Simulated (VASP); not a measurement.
# WO (Pm-3m) in VASP: further runs

Aim: see how the results for WO move with the level of theory and the settings. Levels: PBE, r2SCAN. Tasks: single point, relaxation of cell and atoms.

Everything below comes from runs of VASP 6.6.1. Logs are shortened: lines on timing, memory, paths and dates and some standing lists are left out, and cuts for length are marked.

**1. The cell of the first run**

Symmetry: Pm-3m, No. 221, cubic system. Conventional cell: a = 2.825 Å, b = 2.825 Å, c = 2.825 Å, α = 90.00°, β = 90.00°, γ = 90.00°. W (site symmetry m-3m) has 8 O at 2.45 Å and 6 W at 2.83 Å within 3.2 Å. Within 3.2 Å of O (site symmetry m-3m) lie 8 W at 2.45 Å and 6 O at 2.83 Å.

**2. Single point, PBE**

INCAR reads:

```
SYSTEM = WO
PREC = Accurate
ENCUT = 520
EDIFF = 1E-7
ISMEAR = 0
SIGMA = 0.1
LREAL = .FALSE.
LASPH = .TRUE.
NELM = 60
ALGO = Normal
ISIF = 2
LWAVE = .FALSE.
LCHARG = .TRUE.
GGA = PE
LELF = .TRUE.
LVHAR = .TRUE.
NBANDS = 17
```

KPOINTS reads:

```
regular mesh
0
G
  8 8 8
  0 0 0
```

POSCAR reads:

```
WO
1.0
    2.8254270280      0.0000000000      0.0000000000
    0.0000000000      2.8254270280      0.0000000000
    0.0000000000      0.0000000000      2.8254270280
W O
1 1
Direct
    0.0000000000      0.0000000000      0.0000000000
    0.5000000000      0.5000000000      0.5000000000
```

Potentials or basis: VASP PAW PBE potentials, release 64 (W_sv, O).

The run is started by

```bash
cat potpaw_PBE.64/W_sv/POTCAR potpaw_PBE.64/O/POTCAR > POTCAR
mpirun -np 1 vasp_std > vasp.out
```

OUTCAR:

```text
SYSTEM = WO
   PREC = Accurate
   ENCUT = 520
   EDIFF = 1E-7
   ISMEAR = 0
   LREAL = .FALSE.
   LASPH = .TRUE.
   NELM = 60
   ISIF = 2
   GGA = PE

 ion  position               nearest neighbor table
   1  0.000  0.000  0.000-   2 2.45   2 2.45   2 2.45   2 2.45   2 2.45   2 2.45   2 2.45   2 2.45

   2  0.500  0.500  0.500-   1 2.45   1 2.45   1 2.45   1 2.45   1 2.45   1 2.45   1 2.45   1 2.45

  LATTYP: Found a simple cubic cell.
 ALAT       =     2.8254270280

  Lattice vectors:

 A1 = (   2.8254270280,   0.0000000000,   0.0000000000)
 A2 = (   0.0000000000,   2.8254270280,   0.0000000000)
 A3 = (   0.0000000000,   0.0000000000,   2.8254270280)

Analysis of symmetry for initial positions (statically):
=====================================================================
 Subroutine PRICEL returns:
 Original cell was already a primitive cell.

 Routine SETGRP: Setting up the symmetry group for a
 simple cubic supercell.

 Subroutine GETGRP returns: Found 48 space group operations
 (whereof 48 operations were pure point group operations)
 out of a pool of 48 trial point group operations.

The static configuration has the point symmetry O_h .

Analysis of symmetry for dynamics (positions and initial velocities):
=====================================================================
 Subroutine PRICEL returns:
 Original cell was already a primitive cell.

 Routine SETGRP: Setting up the symmetry group for a
 simple cubic supercell.

 Subroutine GETGRP returns: Found 48 space group operations
 (whereof 48 operations were pure point group operations)
 out of a pool of 48 trial point group operations.

The dynamic configuration has the point symmetry O_h .

 Subroutine INISYM returns: Found 48 space group operations
 (whereof 48 operations are pure point group operations),
 and found     1 'primitive' translations

----------------------------------------------------------------------------------------

                                     Primitive cell

  volume of cell :      22.5555

  direct lattice vectors                    reciprocal lattice vectors
     2.825427028  0.000000000  0.000000000     0.353928801  0.000000000  0.000000000
     0.000000000  2.825427028  0.000000000     0.000000000  0.353928801  0.000000000
     0.000000000  0.000000000  2.825427028     0.000000000  0.000000000  0.353928801

  length of vectors
     2.825427028  2.825427028  2.825427028     0.353928801  0.353928801  0.353928801

  position of ions in fractional coordinates (direct lattice)
     0.000000000  0.000000000  0.000000000
     0.500000000  0.500000000  0.500000000

  ion indices of the primitive-cell ions
   primitive index   ion index
                 1           1
                 2           2

----------------------------------------------------------------------------------------

 KPOINTS: regular mesh

Automatic generation of k-mesh.
 Grid dimensions read from file:
 generate k-points for:    8    8    8

 Generating k-lattice:

  Cartesian coordinates                     Fractional coordinates (reciprocal lattice)
     0.044241100  0.000000000  0.000000000     0.125000000  0.000000000  0.000000000
     0.000000000  0.044241100  0.000000000     0.000000000  0.125000000  0.000000000
     0.000000000  0.000000000  0.044241100     0.000000000  0.000000000  0.125000000

  Length of vectors
     0.044241100  0.044241100  0.044241100

  Shift w.r.t. Gamma in fractional coordinates (k-lattice)
     0.000000000  0.000000000  0.000000000

 Subroutine IBZKPT returns following result:
 ===========================================

 Found     35 irreducible k-points:

 Following reciprocal coordinates:
            Coordinates               Weight
  0.000000  0.000000  0.000000      1.000000
  0.125000  0.000000  0.000000      6.000000
  0.250000  0.000000  0.000000      6.000000
  0.375000  0.000000  0.000000      6.000000
  0.500000  0.000000  0.000000      3.000000
  0.125000  0.125000  0.000000     12.000000
[... 16 lines left out ...]
  0.375000  0.375000  0.125000     24.000000
  0.500000  0.375000  0.125000     24.000000
 [... further k-points ...]
   k-points           NKPTS =     35   k-points in BZ     NKDIM =     35   number of bands    NBANDS=     17
   number of dos      NEDOS =    301   number of ions     NIONS =      2
   total plane-waves  NPLWV =  13824
   dimension x,y,z NGX =    24 NGY =   24 NGZ =   24
   dimension x,y,z NGXF=    48 NGYF=   48 NGZF=   48
   ions per type =               1   1
   NGX,Y,Z   is equivalent  to a cutoff of  14.12, 14.12, 14.12 a.u.
   NGXF,Y,Z  is equivalent  to a cutoff of  28.24, 28.24, 28.24 a.u.
 SYSTEM =  WO
   PREC   = accura    normal or accurate (medium, high low for compatibility)
   ISTART =      0    job   : 0-new  1-cont  2-samecut
   ICHARG =      2    charge: 1-file 2-atom 10-const
   ISPIN  =      1    spin polarized calculation?
   LNONCOLLINEAR =      F non collinear calculations
   LSORBIT =      F    spin-orbit coupling
   LASPH  =      T    aspherical Exc in radial PAW
   ENCUT  =  520.0 eV  38.22 Ry    6.18 a.u.   5.25  5.25  5.25*2*pi/ulx,y,z
   NELM   =     60;   NELMIN=  2; NELMDL= -5     # of ELM steps
   EDIFF  = 0.1E-06   stopping-criterion for ELM
   LREAL  =      F    real-space projection
   EDIFFG = 0.1E-05   stopping-criterion for IOM
   NSW    =      0    number of steps for IOM
   IBRION =     -1    ionic relax: 0-MD 1-quasi-New 2-CG
   NFREE  =      0    steps in history (QN), initial steepest desc. (CG)
   ISIF   =      2    stress and relaxation
   ISYM   =      2    0-nonsym 1-usesym 2-fastsym
   POTIM  = 0.5000    time-step for ionic-motion
   TEBEG  =    0.0;   TEEND  =   0.0 temperature during run
   PSTRESS=    0.0 pullay stress
   NELECT =      20.0000    total number of electrons
   NUPDOWN=      -1.0000    fix difference up-down
   EMIN   =  10.00;   EMAX   =-10.00  energy-range for DOS
   EFERMI =   0.00;   METHOD = LEGACY
   ISMEAR =     0;   SIGMA  =   0.10  broadening in eV -4-tet -1-fermi 0-gaus
   EFERMI_NEDOS =   21; number of points for ismear=-14 and -15
   IALGO  =     38    algorithm
   IMIX   =      4    mixing-type and parameters
     AMIX     =   0.40;   BMIX     =  1.00
     AMIX_MAG =   1.60;   BMIX_MAG =  1.00
  volume/ion in A,a.u.               =      11.28        76.11
  Fermi-wavevector in a.u.,A,eV,Ry     =   1.572778  2.972119 33.655784  2.473630
  Thomas-Fermi vector in A             =   2.674161
   LORBIT       =      0    0 simple, 1 ext, 2 COOP (PROOUT), +10 PAW based schemes
   GGA     = PE    functional components
   LHFCALC =     F    Hartree Fock is set to
   AEXX    =    0.0000 exact exchange contribution
   IVDW    =     0    specifies the selected vdW correction
   LEPSILON=     F    determine dielectric tensor
   LRPA    =     F    only Hartree local field effects (RPA)
 non-spin polarized calculation
 Gauss-broadening in eV      SIGMA  =   0.10
  energy-cutoff  :      520.00
  volume of cell :       22.56
 maximum number of plane-waves:       627
 NGX is ok and might be reduce to    24
   NGX = 11   NGY = 11   NGZ = 11

 number of electron      20.0000009 magnetization

 Free energy of the ion-electron system (eV)
  ---------------------------------------------------
  ext. energy  EPLUGINS =         0.00000000
  ---------------------------------------------------
  free energy    TOTEN  =       -17.13000141 eV

  energy without entropy =      -17.11497093  energy(sigma->0) =      -17.12248617

 E-fermi :  11.0521     XC(G=0): -13.3548

 val. band max:       11.0350351371   @ k =   0.5000   0.3750   0.2500
 cond. band min:      11.0615706575   @ k =   0.2500   0.2500   0.2500
 fundamental gap:      0.0265355204
 Fermi energy:        11.0520566508

 k-point     1 :       0.0000    0.0000    0.0000
  band No.  band energies     occupation
      1     -64.0920      2.00000
      2     -27.9963      2.00000
      3     -27.9963      2.00000
      4     -27.9963      2.00000
      5     -10.6958      2.00000
      6       5.9703      2.00000
[... 9 lines left out ...]
     16      28.0115      0.00000
     17      28.5710      0.00000

 k-point     2 :       0.1250    0.0000    0.0000
  band No.  band energies     occupation
      1     -64.0860      2.00000
      2     -28.1056      2.00000
      3     -27.9868      2.00000
      4     -27.9868      2.00000
      5     -10.5405      2.00000
      6       4.4546      2.00000
[... 9 lines left out ...]
     16      26.6717      0.00000
     17      28.2851      0.00000

 k-point     3 :       0.2500    0.0000    0.0000
  band No.  band energies     occupation
      1     -64.0716      2.00000
      2     -28.3624      2.00000
      3     -27.9640      2.00000
      4     -27.9640      2.00000
      5     -10.1513      2.00000
      6       2.6674      2.00000
[... 9 lines left out ...]
     16      24.3370      0.00000
     17      27.2998      0.00000

 k-point     4 :       0.3750    0.0000    0.0000
  band No.  band energies     occupation
      1     -64.0571      2.00000
      2     -28.6098      2.00000
      3     -27.9410      2.00000
      4     -27.9410      2.00000
      5      -9.7322      2.00000
      6       1.3418      2.00000
[... 9 lines left out ...]
     16      21.6026      0.00000
     17      26.2970      0.00000
[... 343 lines left out ...]
      1     -64.0254      2.00000
      2     -28.6390      2.00000
      3     -28.2610      2.00000
      4     -28.0009      2.00000
      5      -9.5136      2.00000
      6       2.2162      2.00000
[... 9 lines left out ...]
     16      24.7539      0.00000
     17      25.1038      0.00000

 k-point    23 :       0.3750    0.3750    0.1250
  band No.  band energies     occupation
      1     -64.0171      2.00000
      2     -28.5128      2.00000
      3     -28.4994      2.00000
      4     -27.9880      2.00000
      5      -9.5218      2.00000
      6       2.9547      2.00000
[... 9 lines left out ...]
     16      22.7842      0.00000
     17      27.0440      0.00000

 k-point    24 :       0.5000    0.3750    0.1250
  band No.  band energies     occupation
      1     -64.0113      2.00000
      2     -28.6001      2.00000
      3     -28.4907      2.00000
      4     -27.9785      2.00000
      5      -9.4919      2.00000
      6       3.0116      2.00000
[... 9 lines left out ...]
     16      22.8079      0.00000
     17      27.3758      0.00000

 [... further k-points ...]

------------------------ aborting loop because EDIFF is reached ----------------------------------------

  FORCE on cell =-STRESS in cart. coord.  units (eV):
  Direction    XX          YY          ZZ          XY          YZ          ZX
  --------------------------------------------------------------------------------------
  -------------------------------------------------------------------------------------
  Total        0.1207165      0.1207165      0.1207165     -0.0000000     -0.0000000      0.0000000
  in kB        8.5748185      8.5748185      8.5748185     -0.0000000     -0.0000000      0.0000000
  external PRESSURE =       8.5748185 kB  Pullay stress =       0.0000000 kB

 VOLUME and BASIS-vectors are now :
 -----------------------------------------------------------------------------
  energy-cutoff  :      520.00
  volume of cell :       22.56
      direct lattice vectors                 reciprocal lattice vectors
     2.825427028  0.000000000  0.000000000     0.353928801  0.000000000  0.000000000
     0.000000000  2.825427028  0.000000000     0.000000000  0.353928801  0.000000000
     0.000000000  0.000000000  2.825427028     0.000000000  0.000000000  0.353928801

 POSITION                                       TOTAL-FORCE (eV/Angst)
 -----------------------------------------------------------------------------------
      0.00000      0.00000      0.00000         0.000000      0.000000      0.000000
      1.41271      1.41271      1.41271         0.000000      0.000000      0.000000
 -----------------------------------------------------------------------------------
    total drift:                                0.000000      0.000000     -0.000000

  FREE ENERGIE OF THE ION-ELECTRON SYSTEM (eV)
  ---------------------------------------------------
  free  energy   TOTEN  =       -17.1300014113 eV

  energy  without entropy=      -17.1149709348  energy(sigma->0) =      -17.12248617
```

Wall time 7.6 s (1 thread of Intel Xeon 6975P-C, shared host); peak memory 0.15 GiB.

What came out:

* Free energy: -17.1300 eV
* Pressure: 0.9 GPa
* Band gap on the k mesh: zero (band 10 reaches 13.43 eV, above the bottom of band 11 at 8.51 eV)

Caveat: spin-orbit coupling is left out, which moves the levels of the heavy elements.

[end of part 1 of 2]
